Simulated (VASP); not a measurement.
Runs of VASP 6.6.1 on Ge. The structure is that of space group Im-3m (No. 229), or close to it. The cells are those of the table. 

| level | cell | k mesh | grid for exact exchange (PRECFOCK) | share of exact exchange | gap on the mesh (eV) | pressure (GPa) |
| --- | --- | --- | --- | --- | --- | --- |
| PBE0 | a = 2.895 Å, angles 110.0, 110.0, 108.4°, 1 atom | 6 × 6 × 6 | Normal | - | none | 0.1 |
| PBEsol-based global hybrid | a = 2.866 Å, angles 110.0, 110.0, 108.4°, 1 atom | 6 × 6 × 6 | Normal | 0.25 | none | 0.1 |
| PBEsol+D3(BJ) | a = 2.827 Å, angles 109.5°, 1 atom | 12 × 12 × 12 | - | - | none | (a) |
| RPBE+D3(BJ) | a = 2.707 Å, angles 109.5°, 1 atom | 12 × 12 × 12 | - | - | none | 0.1 |
| RPBE+D4 | a = 2.858 Å, angles 109.5°, 1 atom | 12 × 12 × 12 | - | - | none | -0.1 |

Alike in all rows: task single point; potentials or basis VASP PAW PBE potentials, release 64 (Ge_d); no spin polarisation; cutoff (eV) 520; smearing fermi-dirac 0.05 eV.

Fill in the values left out.

(a) 0.0.

Caveats: some runs use coarse meshes; the PAW data sets were made with another functional, which shifts forces and pressure a little; pairwise dispersion overbinds metals, which lowers pressure and volume (some runs).

A k mesh can miss the band edges, and the runs leave out spin-orbit coupling on Ge.

A gap of «none» marks levels without a gap at the run's occupations.
